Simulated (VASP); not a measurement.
Crystal: CdS.

```
Cd S
1.0
     0.00000    2.91000    2.91000
     2.91000    0.00000    2.91000
     2.91000    2.91000    0.00000
Cd S
1 1
Direct
  0.00000 0.00000 0.00000
  0.75000 0.75000 0.75000
```

Base run:

```yaml
Program: VASP 6.6.1
Functional: PBE
Potentials_or_basis: VASP PAW PBE potentials, release 64 (Cd, S)
Cutoff: 520 eV
k_mesh: 11 × 11 × 11
Occupations: fermi-dirac, width 0.01 eV
Spin: no spin polarisation
```

Its results: band gap on the k mesh 1.16 eV, direct; pressure 3.7 GPa.

Problem. After a change of settings the same cell gave: band gap on the k mesh 1.01 eV, direct; pressure 7.0 GPa. Which change was it?
A. k mesh from 11 × 11 × 11 to 6 × 6 × 6; further incar settings from ALGO = Normal; EDIFF = 1e-07; NBANDS = 16 to ALGO = Normal; EDIFF = 1e-08; NBANDS = 16
B. k mesh from 11 × 11 × 11 to 2 × 2 × 2
C. k mesh from 11 × 11 × 11 to 6 × 6 × 6; further incar settings from ALGO = Normal; EDIFF = 1e-07; NBANDS = 16 to ALGO = Normal; EDIFF = 1e-06; NBANDS = 16
D. k mesh from 11 × 11 × 11 to 4 × 4 × 4; further incar settings from ALGO = Normal; EDIFF = 1e-07; NBANDS = 16 to ALGO = Normal; EDIFF = 1e-06; NBANDS = 16

Solution. B.

Caveats: some runs use coarse meshes.
